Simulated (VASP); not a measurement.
# K (I4_1/amd) in VASP: single point with PBE

Aim: the single point of K with PBE.

Program: VASP 6.6.1. These are calculated values, not measurements. Logs are shortened: lines on timing, memory, paths and dates and some standing lists are left out, and cuts for length are marked.

## (1) The cell of the first run

The structure is tetragonal, space group I4_1/amd (No. 141). The conventional cell has a = 4.427 Å, b = 4.427 Å, c = 15.648 Å, α = 90.00°, β = 90.00°, γ = 90.00°. Within 5.8 Å of K (site symmetry -4m2) lie 8 K at 4.43 to 4.49 Å.

## (2) Single point, PBE (strained)

INCAR reads:

```
SYSTEM = K
PREC = Accurate ; ENCUT = 520
EDIFF = 1E-6 ; ISMEAR = 0
SIGMA = 0.1 ; LREAL = .False.
LASPH = .True. ; NELM = 60
ALGO = Fast ; ISIF = 2
LWAVE = .False. ; LCHARG = .False.
GGA = PE ; NBANDS = 16
```

KPOINTS reads:

```
regular mesh
0
Gamma
  12 12 12
  0 0 0
```

POSCAR reads:

```
K
1.0
   -2.2134747521      2.2134747521      7.8240433668
    2.2134747521     -2.2134747521      7.8240433668
    2.2134747521      2.2134747521     -7.8240433668
K
2
Direct
    0.2500000000      0.7500000000      0.5000000000
    0.5000000000      0.5000000000      0.0000000000
```

Potentials or basis: VASP PAW PBE potentials, release 64 (K_sv).

Command:

```bash
cat potpaw_PBE.64/K_sv/POTCAR > POTCAR
mpirun -np 1 vasp_std > vasp.out
```

OUTCAR:

```text
SYSTEM = K
   PREC = Accurate
   ENCUT = 520
   EDIFF = 1E-6
   ISMEAR = 0
   LREAL = .False.
   LASPH = .True.
   NELM = 60
   ISIF = 2
   GGA = PE

 ion  position               nearest neighbor table
   1  0.250  0.750  0.500-
   2  0.500  0.500  0.000-

  LATTYP: Found a body centered tetragonal cell.
 ALAT       =     4.4269495042
 C/A-ratio  =     3.5347335041

  Lattice vectors:

 A1 = (  -2.2134747521,   2.2134747521,   7.8240433668)
 A2 = (   2.2134747521,  -2.2134747521,   7.8240433668)
 A3 = (   2.2134747521,   2.2134747521,  -7.8240433668)

Analysis of symmetry for initial positions (statically):
=====================================================================
 Subroutine PRICEL returns:
 Original cell was already a primitive cell.

 Routine SETGRP: Setting up the symmetry group for a
 body centered tetragonal supercell.

 Subroutine GETGRP returns: Found 16 space group operations
 (whereof  8 operations were pure point group operations)
 out of a pool of 16 trial point group operations.

The static configuration has the point symmetry D_2d.
 The point group associated with its full space group is D_4h.

Analysis of symmetry for dynamics (positions and initial velocities):
=====================================================================
 Subroutine PRICEL returns:
 Original cell was already a primitive cell.

 Routine SETGRP: Setting up the symmetry group for a
 body centered tetragonal supercell.

 Subroutine GETGRP returns: Found 16 space group operations
 (whereof  8 operations were pure point group operations)
 out of a pool of 16 trial point group operations.

The dynamic configuration has the point symmetry D_2d.
 The point group associated with its full space group is D_4h.

 Subroutine INISYM returns: Found 16 space group operations
 (whereof  8 operations are pure point group operations),
 and found     1 'primitive' translations

----------------------------------------------------------------------------------------

                                     Primitive cell

  volume of cell :     153.3347

  direct lattice vectors                    reciprocal lattice vectors
    -2.213474752  2.213474752  7.824043367     0.000000000  0.225889181  0.063905576
     2.213474752 -2.213474752  7.824043367     0.225889181  0.000000000  0.063905576
     2.213474752  2.213474752 -7.824043367     0.225889181  0.225889181  0.000000000

  length of vectors
     8.427015816  8.427015816  8.427015816     0.234754861  0.234754861  0.319455544

  position of ions in fractional coordinates (direct lattice)
     0.250000000  0.750000000  0.500000000
     0.500000000  0.500000000  0.000000000

  ion indices of the primitive-cell ions
   primitive index   ion index
                 1           1
                 2           2

----------------------------------------------------------------------------------------

 KPOINTS: regular mesh

Automatic generation of k-mesh.
 Grid dimensions read from file:
 generate k-points for:   12   12   12

 Generating k-lattice:

  Cartesian coordinates                     Fractional coordinates (reciprocal lattice)
     0.000000000  0.018824098  0.005325465     0.083333333 -0.000000000  0.000000000
     0.018824098  0.000000000  0.005325465    -0.000000000  0.083333333  0.000000000
     0.018824098  0.018824098  0.000000000     0.000000000  0.000000000  0.083333333

  Length of vectors
     0.019562905  0.019562905  0.026621295

  Shift w.r.t. Gamma in fractional coordinates (k-lattice)
     0.000000000  0.000000000  0.000000000

 Subroutine IBZKPT returns following result:
 ===========================================

 Found    163 irreducible k-points:

 Following reciprocal coordinates:
            Coordinates               Weight
  0.000000  0.000000  0.000000      1.000000
  0.083333  0.000000 -0.000000      8.000000
  0.166667  0.000000  0.000000      8.000000
  0.250000  0.000000 -0.000000      8.000000
  0.333333  0.000000 -0.000000      8.000000
  0.416667  0.000000 -0.000000      8.000000
[... 16 lines left out ...]
  0.500000  0.166667  0.000000     16.000000
 -0.416667  0.166667  0.000000     16.000000
 [... further k-points ...]
   k-points           NKPTS =    163   k-points in BZ     NKDIM =    163   number of bands    NBANDS=     16
   number of dos      NEDOS =    301   number of ions     NIONS =      2
   total plane-waves  NPLWV = 262144
   dimension x,y,z NGX =    64 NGY =   64 NGZ =   64
   dimension x,y,z NGXF=   128 NGYF=  128 NGZF=  128
   ions per type =               2
   NGX,Y,Z   is equivalent  to a cutoff of  12.63, 12.63, 12.63 a.u.
   NGXF,Y,Z  is equivalent  to a cutoff of  25.25, 25.25, 25.25 a.u.
 SYSTEM =  K
   PREC   = accura    normal or accurate (medium, high low for compatibility)
   ISTART =      0    job   : 0-new  1-cont  2-samecut
   ICHARG =      2    charge: 1-file 2-atom 10-const
   ISPIN  =      1    spin polarized calculation?
   LNONCOLLINEAR =      F non collinear calculations
   LSORBIT =      F    spin-orbit coupling
   LASPH  =      T    aspherical Exc in radial PAW
   ENCUT  =  520.0 eV  38.22 Ry    6.18 a.u.  15.67 15.67 15.67*2*pi/ulx,y,z
   NELM   =     60;   NELMIN=  2; NELMDL= -5     # of ELM steps
   EDIFF  = 0.1E-05   stopping-criterion for ELM
   LREAL  =      F    real-space projection
   EDIFFG = 0.1E-04   stopping-criterion for IOM
   NSW    =      0    number of steps for IOM
   IBRION =     -1    ionic relax: 0-MD 1-quasi-New 2-CG
   NFREE  =      0    steps in history (QN), initial steepest desc. (CG)
   ISIF   =      2    stress and relaxation
   ISYM   =      2    0-nonsym 1-usesym 2-fastsym
   POTIM  = 0.5000    time-step for ionic-motion
   TEBEG  =    0.0;   TEEND  =   0.0 temperature during run
   PSTRESS=    0.0 pullay stress
   NELECT =      18.0000    total number of electrons
   NUPDOWN=      -1.0000    fix difference up-down
   EMIN   =  10.00;   EMAX   =-10.00  energy-range for DOS
   EFERMI =   0.00;   METHOD = LEGACY
   ISMEAR =     0;   SIGMA  =   0.10  broadening in eV -4-tet -1-fermi 0-gaus
   EFERMI_NEDOS =   21; number of points for ismear=-14 and -15
   IALGO  =     68    algorithm
   IMIX   =      4    mixing-type and parameters
     AMIX     =   0.40;   BMIX     =  1.00
     AMIX_MAG =   1.60;   BMIX_MAG =  1.00
  volume/ion in A,a.u.               =      76.67       517.38
  Fermi-wavevector in a.u.,A,eV,Ry     =   0.801590  1.514785  8.742373  0.642546
  Thomas-Fermi vector in A             =   1.909106
   LORBIT       =      0    0 simple, 1 ext, 2 COOP (PROOUT), +10 PAW based schemes
   GGA     = PE    functional components
   LHFCALC =     F    Hartree Fock is set to
   AEXX    =    0.0000 exact exchange contribution
   IVDW    =     0    specifies the selected vdW correction
   LEPSILON=     F    determine dielectric tensor
   LRPA    =     F    only Hartree local field effects (RPA)
 non-spin polarized calculation
 RMM-DIIS sequential band-by-band and
 Gauss-broadening in eV      SIGMA  =   0.10
  energy-cutoff  :      520.00
  volume of cell :      153.33
 maximum number of plane-waves:      4177
   NGX = 31   NGY = 31   NGZ = 31

 number of electron      18.0000001 magnetization

 Free energy of the ion-electron system (eV)
  ---------------------------------------------------
  ext. energy  EPLUGINS =         0.00000000
  ---------------------------------------------------
  free energy    TOTEN  =        -1.97166049 eV

  energy without entropy =       -1.96416788  energy(sigma->0) =       -1.96791419

 E-fermi :  -0.1864     XC(G=0):  -5.5446

 val. band max:       -0.2000899714   @ k =  -0.3333   0.3333   0.2500
 cond. band min:      -0.1766128143   @ k =  -0.0833  -0.3333   0.0833
 fundamental gap:      0.0234771571
 Fermi energy:        -0.1864159810

 k-point     1 :       0.0000    0.0000    0.0000
  band No.  band energies     occupation
      1     -32.4407      2.00000
      2     -32.4360      2.00000
      3     -15.9649      2.00000
      4     -15.8912      2.00000
      5     -15.8912      2.00000
      6     -15.8866      2.00000
[... 8 lines left out ...]
     15       4.6023      0.00000
     16       4.6567      0.00000

 k-point     2 :       0.0833    0.0000   -0.0000
  band No.  band energies     occupation
      1     -32.4405      2.00000
      2     -32.4359      2.00000
      3     -15.9635      2.00000
      4     -15.8962      2.00000
      5     -15.8910      2.00000
      6     -15.8908      2.00000
[... 8 lines left out ...]
     15       4.3625      0.00000
     16       4.6128      0.00000

 k-point     3 :       0.1667    0.0000    0.0000
  band No.  band energies     occupation
      1     -32.4398      2.00000
      2     -32.4356      2.00000
      3     -15.9598      2.00000
      4     -15.9086      2.00000
      5     -15.9020      2.00000
      6     -15.8905      2.00000
[... 8 lines left out ...]
     15       4.0553      0.00000
     16       4.5638      0.00000

 k-point     4 :       0.2500    0.0000   -0.0000
  band No.  band energies     occupation
      1     -32.4388      2.00000
      2     -32.4351      2.00000
      3     -15.9550      2.00000
      4     -15.9251      2.00000
      5     -15.9163      2.00000
      6     -15.8897      2.00000
[... 8 lines left out ...]
     15       3.9539      0.00000
     16       4.5290      0.00000

 k-point     5 :       0.3333    0.0000   -0.0000
  band No.  band energies     occupation
      1     -32.4378      2.00000
      2     -32.4347      2.00000
      3     -15.9526      2.00000
      4     -15.9415      2.00000
      5     -15.9273      2.00000
      6     -15.8904      2.00000
[... 8 lines left out ...]
     15       3.9057      0.00000
     16       4.5111      0.00000

 k-point     6 :       0.4167    0.0000   -0.0000
  band No.  band energies     occupation
      1     -32.4370      2.00000
      2     -32.4344      2.00000
      3     -15.9558      2.00000
      4     -15.9534      2.00000
      5     -15.9296      2.00000
      6     -15.8937      2.00000
[... 8 lines left out ...]
     15       3.8505      0.00000
     16       4.3926      0.00000

 k-point     7 :       0.5000    0.0000   -0.0000
  band No.  band energies     occupation
      1     -32.4367      2.00000
      2     -32.4344      2.00000
      3     -15.9585      2.00000
      4     -15.9576      2.00000
      5     -15.9288      2.00000
      6     -15.8952      2.00000
[... 8 lines left out ...]
     15       3.8415      0.00000
     16       4.3640      0.00000

 k-point     8 :       0.0833    0.0833   -0.0000
  band No.  band energies     occupation
      1     -32.4402      2.00000
      2     -32.4358      2.00000
      3     -15.9615      2.00000
      4     -15.8971      2.00000
      5     -15.8955      2.00000
      6     -15.8903      2.00000
[... 8 lines left out ...]
     15       4.1522      0.00000
     16       4.4475      0.00000

 k-point     9 :       0.1667    0.0833   -0.0000
  band No.  band energies     occupation
      1     -32.4394      2.00000
      2     -32.4355      2.00000
      3     -15.9573      2.00000
      4     -15.9091      2.00000
      5     -15.9010      2.00000
      6     -15.8959      2.00000
[... 8 lines left out ...]
     15       3.8809      0.00000
     16       4.3454      0.00000
[... 172 lines left out ...]
 k-point    19 :       0.1667    0.1667   -0.0000
  band No.  band energies     occupation
      1     -32.4387      2.00000
      2     -32.4352      2.00000
      3     -15.9528      2.00000
      4     -15.9107      2.00000
      5     -15.9068      2.00000
      6     -15.9004      2.00000
[... 8 lines left out ...]
     15       3.5404      0.00000
     16       4.1774      0.00000

 k-point    20 :       0.2500    0.1667    0.0000
  band No.  band energies     occupation
      1     -32.4377      2.00000
      2     -32.4348      2.00000
      3     -15.9479      2.00000
      4     -15.9254      2.00000
      5     -15.9134      2.00000
      6     -15.9077      2.00000
[... 8 lines left out ...]
     15       3.5468      0.00000
     16       4.0966      0.00000

 k-point    21 :       0.3333    0.1667   -0.0000
  band No.  band energies     occupation
      1     -32.4367      2.00000
      2     -32.4344      2.00000
      3     -15.9469      2.00000
      4     -15.9412      2.00000
      5     -15.9235      2.00000
      6     -15.9073      2.00000
[... 8 lines left out ...]
     15       3.7674      0.00000
     16       3.8234      0.00000

 k-point    22 :       0.4167    0.1667    0.0000
  band No.  band energies     occupation
      1     -32.4360      2.00000
      2     -32.4340      2.00000
      3     -15.9536      2.00000
      4     -15.9508      2.00000
      5     -15.9256      2.00000
      6     -15.9069      2.00000
[... 8 lines left out ...]
     15       3.4501      0.00000
     16       4.0069      0.00000

 k-point    23 :       0.5000    0.1667    0.0000
  band No.  band energies     occupation
      1     -32.4358      2.00000
      2     -32.4338      2.00000
      3     -15.9579      2.00000
      4     -15.9536      2.00000
      5     -15.9268      2.00000
      6     -15.9063      2.00000
[... 8 lines left out ...]
     15       3.5355      0.00000
     16       3.9991      0.00000

 k-point    24 :      -0.4167    0.1667    0.0000
  band No.  band energies     occupation
      1     -32.4362      2.00000
      2     -32.4338      2.00000
      3     -15.9554      2.00000
      4     -15.9493      2.00000
      5     -15.9294      2.00000
      6     -15.9055      2.00000
[... 8 lines left out ...]
     15       3.6064      0.00000
     16       3.8101      0.00000

 [... further k-points ...]

------------------------ aborting loop because EDIFF is reached ----------------------------------------

  FORCE on cell =-STRESS in cart. coord.  units (eV):
  Direction    XX          YY          ZZ          XY          YZ          ZX
  --------------------------------------------------------------------------------------
  -------------------------------------------------------------------------------------
  Total       -0.0452505     -0.0452505      0.1418726      0.0000000      0.0000000      0.0000000
  in kB       -0.4728172     -0.4728172      1.4824108      0.0000000      0.0000000      0.0000000
  external PRESSURE =       0.1789255 kB  Pullay stress =       0.0000000 kB

 VOLUME and BASIS-vectors are now :
 -----------------------------------------------------------------------------
  energy-cutoff  :      520.00
  volume of cell :      153.33
      direct lattice vectors                 reciprocal lattice vectors
    -2.213474752  2.213474752  7.824043367     0.000000000  0.225889181  0.063905576
     2.213474752 -2.213474752  7.824043367     0.225889181  0.000000000  0.063905576
     2.213474752  2.213474752 -7.824043367     0.225889181  0.225889181  0.000000000

 POSITION                                       TOTAL-FORCE (eV/Angst)
 -----------------------------------------------------------------------------------
      2.21347     -0.00000      3.91202         0.000000     -0.000000     -0.000000
      0.00000      0.00000      7.82404        -0.000000      0.000000      0.000000
 -----------------------------------------------------------------------------------
    total drift:                                0.000000     -0.000000      0.000000

  FREE ENERGIE OF THE ION-ELECTRON SYSTEM (eV)
  ---------------------------------------------------
  free  energy   TOTEN  =        -1.9716604941 eV

  energy  without entropy=       -1.9641678761  energy(sigma->0) =       -1.96791419
```

Wall time 21 min (1 thread of AMD EPYC 7R43 (Zen 3), shared host); peak memory 0.7 GiB.

What came out:

```
Free energy            : -1.9717 eV
Pressure               : 0.0 GPa
Band gap on the k mesh : zero (band 9 reaches 1.12 eV, above the bottom of band 10 at -1.61 eV)
```

Caveat: the cell differs from its parent crystal (strained).
